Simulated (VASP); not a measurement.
Wanted: the native input for a VASP 6.6.1 run.

```
Task                   : single point
Functional             : revPBE
Potentials or basis    : VASP PAW PBE potentials, release 64 (Co, Ti_sv)
Cutoff                 : 520 eV
k mesh                 : 9 × 9 × 9
Occupations            : fermi-dirac, width 0.05 eV
Spin                   : collinear spin, ferromagnetic start
Starting moments       : [2.0, 1.0] μB
Dipole correction      : no
Further INCAR settings : ALGO = Fast; EDIFF = 1e-06; NBANDS = 22
```

The structure of TiCo lies in POSCAR:

```
TiCo
1.0
    2.9861109900      0.0000000000      0.0000000000
    0.0000000000      2.9861109900      0.0000000000
    0.0000000000      0.0000000000      2.9861109900
Co Ti
1 1
Direct
    0.5000000000      0.5000000000      0.5000000000
    0.0000000000      0.0000000000      0.0000000000
```

One way to write it, as run:

INCAR

```
PREC = Accurate
ENCUT = 520
EDIFF = 1E-6
ISMEAR = -1
SIGMA = 0.05
LREAL = F
LASPH = T
NELM = 150
ALGO = Fast
ISIF = 2
LWAVE = F
LCHARG = T
ISPIN = 2
MAGMOM = 2 1
LORBIT = 11
LMAXMIX = 4
GGA = RE
LELF = T
LVHAR = T
NBANDS = 22
```

KPOINTS

```
regular mesh
0
Gamma
  9 9 9
```

Potentials or basis: VASP PAW PBE potentials, release 64 (Co, Ti_sv).

The run is started by

```bash
$ cat potpaw_PBE.64/Co/POTCAR potpaw_PBE.64/Ti_sv/POTCAR > POTCAR
$ mpirun -np 1 vasp_std > vasp.out
```

Results of the run:

| Property | Result |
| --- | --- |
| Pressure | 2.3 GPa |
| Net moment | 0.82 μB per cell |
| Site moments | Co +0.92; Ti -0.04 μB |
| Valence electrons inside the program's atomic spheres | Co 8.29; Ti 10.28 |

Caveat: the PAW data sets were made with another functional, which shifts forces and pressure a little.

It took 42 s on 1 thread of AMD EPYC 7R13 Processor (Zen 3) (shared host), peak memory 0.14 GiB.
